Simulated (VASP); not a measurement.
Nb, 1 atom in the cell. Symmetry: Im-3m, No. 229, cubic system. The conventional cell has a = 3.328 Å, b = 3.328 Å, c = 3.328 Å, α = 90.00°, β = 90.00°, γ = 90.00°. Nb (site symmetry m-3m) has 14 Nb at 2.88 to 3.33 Å within 3.8 Å. 

| Quantity | Value |
| --- | --- |
| Program | VASP 6.6.1 |
| Task | single point |
| Functional | r2SCAN |
| Potentials or basis | VASP PAW PBE potentials, release 64 (Nb_sv) |
| Cutoff | 550 eV |
| k mesh | 6 × 6 × 6 |
| Occupations | fermi-dirac, width 0.05 eV |
| Spin | no spin polarisation |
| Dipole correction | no |
| Further INCAR settings | ALGO = Normal; EDIFF = 1e-06; NBANDS = 12 |

Potentials or basis: VASP PAW PBE potentials, release 64 (Nb_sv).

Run with:

```bash
$ cat potpaw_PBE.64/Nb_sv/POTCAR > POTCAR
$ cp INCAR.step1 INCAR
$ mpirun -np 1 vasp_std > vasp.out
$ cp INCAR.step2 INCAR
$ mpirun -np 1 vasp_std > vasp.out
```

Hardware: 1 thread of Intel(R) Xeon(R) 6975P-C (Granite Rapids) (shared host).

Estimate the wall time of this run.

Wall time 10 s on 1 thread of Intel(R) Xeon(R) 6975P-C (Granite Rapids), on a shared host, peak memory 0.14 GiB. Counts: k points 16.
